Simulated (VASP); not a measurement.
# CuO (Tenorite) (C2/c) in VASP: a series of runs, part 3 of 3

VASP 6.6.1.

## (5) Single point, LDA (volume scaled by 1.06)

The input, INCAR:

```
ALGO     = Normal         # electronic algorithm
EDIFF    = 1E-6           # SCF threshold, eV
ENCUT    = 520            # plane-wave cutoff, eV
ISIF     = 2              # what is computed and relaxed
ISMEAR   = -1             # smearing method
LASPH    = True           # aspherical terms in the spheres
LCHARG   = True           # write CHGCAR
LELF     = True           # ELF
LREAL    = False          # projectors in reciprocal space
LVHAR    = True         
LWAVE    = False          # write WAVECAR
NBANDS   = 25             # bands
NELM     = 80             # most SCF steps
PREC     = Accurate       # precision mode
SIGMA    = 0.05           # smearing width, eV
```

The input, KPOINTS:

```
k-points
0
Gamma
  10 10 5
```

The input, POSCAR:

```
CuO
1.0
    2.3877802882     -1.7448634230      0.0000000000
    2.3877802882      1.7448634230      0.0000000000
   -0.8666988638      0.0000000000      5.1570684890
Cu O
2 2
Direct
    0.5000000000      0.0000000000      0.5000000000
    0.0000000000      0.5000000000      0.0000000000
    0.4184000000      0.5816000000      0.7500000000
    0.5816000000      0.4184000000      0.2500000000
```

Potentials or basis: VASP PAW LDA potentials, release 64 (Cu, O).

Launch:

```
$ cat potpaw_LDA.64/Cu/POTCAR potpaw_LDA.64/O/POTCAR > POTCAR
$ mpirun -np 1 vasp_std > vasp.out
```

OUTCAR:

```text
EDIFF = 1E-6
   ENCUT = 520
   ISIF = 2
   ISMEAR = -1
   LASPH = True
   LREAL = False
   NELM = 80
   PREC = Accurate

 ion  position               nearest neighbor table
   1  0.500  0.000  0.500-   3 1.99   4 1.99   4 2.00   3 2.00
   2  0.000  0.500  0.000-   4 1.99   3 1.99   4 2.00   3 2.00
   3  0.418  0.582  0.750-   2 1.99   1 1.99   2 2.00   1 2.00
   4  0.582  0.418  0.250-   1 1.99   2 1.99   2 2.00   1 2.00

  LATTYP: Found a base centered monoclinic cell.
 ALAT       =     4.7755605764
 B/A-ratio  =     0.7307470589
 C/A-ratio  =     1.0950317057
 COS(beta)  =    -0.1657361228

  Lattice vectors:

 A1 = (   2.3877802882,  -1.7448634230,   0.0000000000)
 A2 = (   2.3877802882,   1.7448634230,   0.0000000000)
 A3 = (  -0.8666988638,   0.0000000000,   5.1570684890)

Analysis of symmetry for initial positions (statically):
=====================================================================
 Subroutine PRICEL returns:
 Original cell was already a primitive cell.

 Routine SETGRP: Setting up the symmetry group for a
 base centered monoclinic supercell.

 Subroutine GETGRP returns: Found  4 space group operations
 (whereof  2 operations were pure point group operations)
 out of a pool of  4 trial point group operations.

The static configuration has the point symmetry S_2 .
 The point group associated with its full space group is C_2h.

Analysis of symmetry for dynamics (positions and initial velocities):
=====================================================================
 Subroutine PRICEL returns:
 Original cell was already a primitive cell.

 Routine SETGRP: Setting up the symmetry group for a
 base centered monoclinic supercell.

 Subroutine GETGRP returns: Found  4 space group operations
 (whereof  2 operations were pure point group operations)
 out of a pool of  4 trial point group operations.

The dynamic configuration has the point symmetry S_2 .
 The point group associated with its full space group is C_2h.

[... 119 lines left out ...]
   IALGO  =     38    algorithm
   IMIX   =      4    mixing-type and parameters
     AMIX     =   0.40;   BMIX     =  1.00
     AMIX_MAG =   1.60;   BMIX_MAG =  1.00
  volume/ion in A,a.u.               =      10.74        72.50
  Fermi-wavevector in a.u.,A,eV,Ry     =   1.514159  2.861346 31.193784  2.292678
  Thomas-Fermi vector in A             =   2.623854
   LORBIT       =      0    0 simple, 1 ext, 2 COOP (PROOUT), +10 PAW based schemes
   GGA     = CA    functional components
   LHFCALC =     F    Hartree Fock is set to
   AEXX    =    0.0000 exact exchange contribution
   IVDW    =     0    specifies the selected vdW correction
   LEPSILON=     F    determine dielectric tensor
   LRPA    =     F    only Hartree local field effects (RPA)
 non-spin polarized calculation
  energy-cutoff  :      520.00
  volume of cell :       42.97
 maximum number of plane-waves:      1175
 NGX is ok and might be reduce to    24
   NGX = 11   NGY = 11   NGZ = 19

 number of electron      34.0000008 magnetization

 Free energy of the ion-electron system (eV)
  ---------------------------------------------------
  ext. energy  EPLUGINS =         0.00000000
  ---------------------------------------------------
  free energy    TOTEN  =       -22.95821310 eV

  energy without entropy =      -22.93803273  energy(sigma->0) =      -22.94812292

 E-fermi :   4.5913     XC(G=0): -12.1099

 val. band max:        4.5875590700   @ k =   0.5000  -0.0000  -0.0000
 cond. band min:       4.5993195277   @ k =   0.3000   0.2000   0.4000
 fundamental gap:      0.0117604577
 Fermi energy:         4.5913311486

 k-point     1 :       0.0000    0.0000    0.0000
  band No.  band energies     occupation
      1     -14.4820      2.00000
      2     -13.2457      2.00000
      3      -3.0274      2.00000
      4      -0.5729      2.00000
      5      -0.1825      2.00000
      6       1.5450      2.00000
[... 661 lines left out ...]
     24      17.4147      0.00000
     25      18.5680      0.00000

 [... further k-points ...]

------------------------ aborting loop because EDIFF is reached ----------------------------------------

  FORCE on cell =-STRESS in cart. coord.  units (eV):
  Direction    XX          YY          ZZ          XY          YZ          ZX
  --------------------------------------------------------------------------------------
  -------------------------------------------------------------------------------------
  Total       -4.9300206     -3.1381654     -5.7152471      0.0000000      0.0000000      0.3651991
  in kB     -183.8106298   -117.0031923   -213.0869716      0.0000000      0.0000000     13.6160647
  external PRESSURE =    -171.3002645 kB  Pullay stress =       0.0000000 kB

 VOLUME and BASIS-vectors are now :
 -----------------------------------------------------------------------------
  energy-cutoff  :      520.00
  volume of cell :       42.97
      direct lattice vectors                 reciprocal lattice vectors
     2.387780288 -1.744863423  0.000000000     0.209399501 -0.286555379  0.035191759
     2.387780288  1.744863423  0.000000000     0.209399501  0.286555379  0.035191759
    -0.866698864  0.000000000  5.157068489     0.000000000  0.000000000  0.193908613

 POSITION                                       TOTAL-FORCE (eV/Angst)
 -----------------------------------------------------------------------------------
      0.76054     -0.87243      2.57853         0.000000      0.000000      0.000000
      1.19389      0.87243      0.00000         0.000000      0.000000      0.000000
      1.73776      0.28476      3.86780        -0.000000     -0.584933      0.000000
      2.17111     -0.28476      1.28927         0.000000      0.584933      0.000000
 -----------------------------------------------------------------------------------
    total drift:                                0.000000      0.000000     -0.000000

  FREE ENERGIE OF THE ION-ELECTRON SYSTEM (eV)
  ---------------------------------------------------
  free  energy   TOTEN  =       -22.9582131035 eV

  energy  without entropy=      -22.9380327321  energy(sigma->0) =      -22.94812292
```

Run time: 98 s. Hardware: 1 thread of Intel Xeon 6975P-C, shared host; peak memory 0.24 GiB.

What came out:

```yaml
Free_energy: -22.9582 eV
Pressure: -17.1 GPa
Largest_force: 0.585 eV/Å
Band_gap_on_the_k_mesh: zero (band 17 reaches 4.87 eV, above the bottom of band 18 at 4.27 eV)
```

Forces on the atoms (eV/Å):
```
Cu   0.000  0.000  0.000
Cu   0.000  0.000  0.000
O    0.000 -0.585  0.000
O    0.000  0.585  0.000
```

Caveat: semilocal functionals often make such compounds metallic where correlation or magnetic order opens a gap, which also shifts bond lengths.

## (6) The runs side by side

```tsv
cell	gap on the mesh (eV)	pressure (GPa)	largest force (eV/Å)
a = 2.881, b = 2.881, c = 5.094 Å, angles 97.7, 97.7, 72.3°, 4 atoms	none	-5.3	0.36
a = 2.920, b = 2.920, c = 5.163 Å, angles 97.7, 97.7, 72.3°, 4 atoms	none	-11.9	0.48
a = 2.939, b = 2.939, c = 5.196 Å, angles 97.7, 97.7, 72.3°, 4 atoms	none	-14.7	0.54
a = 2.957, b = 2.957, c = 5.229 Å, angles 97.7, 97.7, 72.3°, 4 atoms	none	-17.1	0.58
```

Alike in all rows: task single point; level LDA; potentials or basis VASP PAW LDA potentials, release 64 (Cu, O); no spin polarisation; k mesh 10 × 10 × 5; cutoff (eV) 520; smearing fermi-dirac 0.05 eV.

Caveats: semilocal functionals often make such compounds metallic where correlation or magnetic order opens a gap, which also shifts bond lengths.

Absolute energies hang on the potentials; compare differences alone.
